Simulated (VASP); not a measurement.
Write the native input for VASP 6.6.1 that does the following.

```
Task                   : single point
Functional             : PBE
Potentials or basis    : VASP PAW PBE potentials, release 64 (Ti_sv, B)
Cutoff                 : 520 eV
k mesh                 : 8 × 8 × 7
Occupations            : fermi-dirac, width 0.1 eV
Spin                   : no spin polarisation
Dipole correction      : no
Further INCAR settings : ALGO = Normal; EDIFF = 1e-06; NBANDS = 16
```

The structure of TiB2 lies in POSCAR:

```
TiB2
1.0
    3.0292000000      0.0000000000      0.0000000000
   -1.5146000000      2.6233641500      0.0000000000
    0.0000000000      0.0000000000      3.2284000000
Ti B
1 2
Direct
    0.0000000000      0.0000000000      0.0000000000
    0.3333333346      0.6666666692      0.5000000000
    0.6666666673      0.3333333346      0.5000000000
```

The input as run:

INCAR

```
PREC     = Accurate       # precision mode
ENCUT    = 520            # plane-wave cutoff, eV
EDIFF    = 1E-6           # SCF threshold, eV
ISMEAR   = -1             # smearing method
SIGMA    = 0.1            # smearing width, eV
LREAL    = F              # projectors in reciprocal space
LASPH    = T              # aspherical terms in the spheres
NELM     = 80             # most SCF steps
ALGO     = Normal         # electronic algorithm
ISIF     = 2              # what is computed and relaxed
LWAVE    = F              # write WAVECAR
LCHARG   = F              # write CHGCAR
GGA      = PE             # functional
NBANDS   = 16             # bands
```

KPOINTS

```
Automatic mesh
0
Gamma
  8 8 7
```

Potentials or basis: VASP PAW PBE potentials, release 64 (Ti_sv, B).

Command:

```bash
$ cat potpaw_PBE.64/Ti_sv/POTCAR potpaw_PBE.64/B/POTCAR > POTCAR
$ mpirun -np 1 vasp_std > vasp.out
```

Results of the run:

The pressure is 0.4 GPa and the band gap on the k mesh is zero (band 9 reaches 10.41 eV, above the bottom of band 10 at 9.89 eV).

Wall time 8 s on 1 thread of Intel(R) Xeon(R) Platinum 8375C CPU @ 2.90GHz (Ice Lake), with other jobs on the host, peak memory 0.14 GiB.
